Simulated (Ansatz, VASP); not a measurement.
# SiC in VASP and in Ansatz

```
Si C
1.0
     0.00000    2.17805    2.15627
     2.17805    0.00000    2.15627
     2.17805    2.17805    0.00000
Si C
1 1
Direct
  0.00000 0.00000 0.00000
  0.25000 0.25000 0.25000
```

Change from the starting cell: uniaxial_z strain -1.0%.

Alike in both runs: task single point; functional HSE06; k mesh 8 × 8 × 8; no spin polarisation.

|  | VASP | Ansatz |
| --- | --- | --- |
| version | VASP 6.6.1 | Ansatz 0.2.0 |
| potentials or method | VASP PAW PBE potentials, release 64 (Si, C) | plane waves, PAW |
| plane-wave cutoff (eV) | 520 | 420 |
| occupations | gaussian, width 0.01 eV | fixed |
| valence electrons in the cell | 8 | 8 |

Ansatz gave:

```
gap on the k mesh at the Fermi level (eV)                     : 2.11
pressure (GPa)                                                : 1.2
traceless stress, the component that is largest in VASP (GPa) : 1.81
```

Task: What did VASP give for the same quantities?

Result: gap on the k mesh at the Fermi level (eV): 2.11; pressure (GPa): 0.8; traceless stress, the component that is largest in VASP (GPa): 1.82.

Ansatz's warnings: stress exchange threshold loose, stress scf threshold loose.
